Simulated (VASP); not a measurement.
A run of VASP 6.6.1 is set up as follows.

POSCAR

```
BaTe
1.0
    0.0000000000      3.5323868409      3.5323868409
    3.5323868409      0.0000000000      3.5323868409
    3.5323868409      3.5323868409      0.0000000000
Ba Te
1 1
Direct
    0.0000000000      0.0000000000      0.0000000000
    0.5000000000      0.5000000000      0.5000000000
```

INCAR.step1

```
PREC = Accurate
ENCUT = 520
ISMEAR = 0
SIGMA = 0.01
LREAL = False
LASPH = True
NELM = 100
NBANDS = 15
GGA = PE
ALGO = Normal
EDIFF = 1E-4
LWAVE = True
LCHARG = False
```

INCAR.step2

```
PREC = Accurate
ENCUT = 520
EDIFF = 1E-6
ISMEAR = 0
SIGMA = 0.01
LREAL = False
LASPH = True
NELM = 100
ALGO = Normal
ISIF = 2
LWAVE = False
LCHARG = False
METAGGA = R2SCAN
LMIXTAU = True
NBANDS = 15
ISTART = 1
```

KPOINTS

```
Automatic mesh
0
Gamma
  4 4 4
```

Potentials or basis: VASP PAW PBE potentials, release 64 (Ba_sv, Te).

Launch:

```sh
$ cat potpaw_PBE.64/Ba_sv/POTCAR potpaw_PBE.64/Te/POTCAR > POTCAR
$ cp INCAR.step1 INCAR
$ mpirun -np 1 vasp_std > vasp.out
$ cp INCAR.step2 INCAR
$ mpirun -np 1 vasp_std > vasp.out
```

Problem. What does it give for the band gap on the k mesh?

Solution. 1.93 eV, indirect (least direct gap 2.31 eV).

Problem. What does it give for the pressure?

Solution. 0.3 GPa.

Caveat: the PAW data sets were made with another functional, which shifts forces and pressure a little; spin-orbit coupling is left out, which moves the levels of the heavy elements. r2SCAN opens gaps a little over a GGA but as a rule still falls short of measured ones.
